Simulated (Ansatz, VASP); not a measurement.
## Two plane-wave programs on WC

The input INCAR:

```
ALGO = Normal
DIPOL = 0.5 0.5 0.500
EDIFF = 1E-6
ENCUT = 520
GGA = PS
IDIPOL = 3
ISIF = 2
ISMEAR = 0
ISPIN = 2
LASPH = True
LCHARG = False
LDIPOL = True
LMAXMIX = 4
LORBIT = 11
LREAL = False
LWAVE = False
MAGMOM = 1 0 0 0 0 0 0 1
NBANDS = 50
NELM = 150
PREC = Accurate
SIGMA = 0.1
```

The input KPOINTS:

```
k-points
0
Gamma
  12 12 1
```

Contents of POSCAR:

```
WC
1.0
    2.8984136678      0.0000000000      0.0000000000
   -1.4492068339      2.5100998670      0.0000000000
    0.0000000000      0.0000000000     24.8966416592
C W
4 4
Direct
    0.6666666667      0.3333333333      0.3012454492
    0.6666666667      0.3333333333      0.4148194782
    0.6666666667      0.3333333333      0.5283935073
    0.6666666667      0.3333333333      0.6419675363
    0.0000000000      0.0000000000      0.3580324637
    0.0000000000      0.0000000000      0.4716064927
    0.0000000000      0.0000000000      0.5851805218
    0.0000000000      0.0000000000      0.6987545508
```

Input for Ansatz:

```yaml
crystal:
  lattice:
    - [2.8984136678, 0.0, 0.0]
    - [-1.4492068339, 2.510099867, 0.0]
    - [0.0, 0.0, 24.8966416592]
  atoms:
    - { symbol: C, position: [0.6666666667, 0.3333333333, 0.3012454492], spin: 1.0 }
    - { symbol: W, position: [0.0, 0.0, 0.3580324637] }
    - { symbol: C, position: [0.6666666667, 0.3333333333, 0.4148194782] }
    - { symbol: W, position: [0.0, 0.0, 0.4716064927] }
    - { symbol: C, position: [0.6666666667, 0.3333333333, 0.5283935073] }
    - { symbol: W, position: [0.0, 0.0, 0.5851805218] }
    - { symbol: C, position: [0.6666666667, 0.3333333333, 0.6419675363] }
    - { symbol: W, position: [0.0, 0.0, 0.6987545508], spin: 1.0 }
basis:
  ecutwfc: 420
kpoints:
  mp_grid: { grid: [12, 12, 1] }
hamiltonian:
  xc: pbesol
scf:
  occupations: { method: gaussian, width: 0.1 }
output:
  forces: true
  stress: true
  eigenvalues: true
  populations: true
  write_density: true
  write_potential: true
  elf: true
  volumetric_format: npy
magnetization:
  spin_polarized: true
efield:
  axis: 3
  dipole_correction: true
  ramp_width: 0.04
```

Alike in both runs: task single point; functional PBEsol; k mesh 12 × 12 × 1; occupations gaussian, width 0.1 eV; collinear spin.

|  | VASP | Ansatz |
| --- | --- | --- |
| version | VASP 6.6.1 | Ansatz 0.2.0 |
| potentials or method | VASP PAW PBE potentials, release 64 (C, W_sv), cutoff 520 eV | scalar-relativistic, plane waves, PAW |
| valence electrons in the cell | 72 | 72 |

VASP gave:

```
gap on the k mesh at the Fermi level (eV) : none
rms of the force components (eV/Å)        : 1.553
net moment per atom (μB)                  : 0.00
```

**Question.** What did Ansatz give for the same quantities?

**Answer.** gap on the k mesh at the Fermi level (eV): none; rms of the force components (eV/Å): 1.559; net moment per atom (μB): 0.00.

VASP's potentials were made for PBE, not for PBEsol. A gap of «none» marks a metal or a gap that the smearing closes. With one functional, cell and mesh, what is left measures potentials, basis and numerics. Ansatz's warnings: seeded moment not kept, xc potential rough in thin density.

Spin-orbit coupling is off throughout.
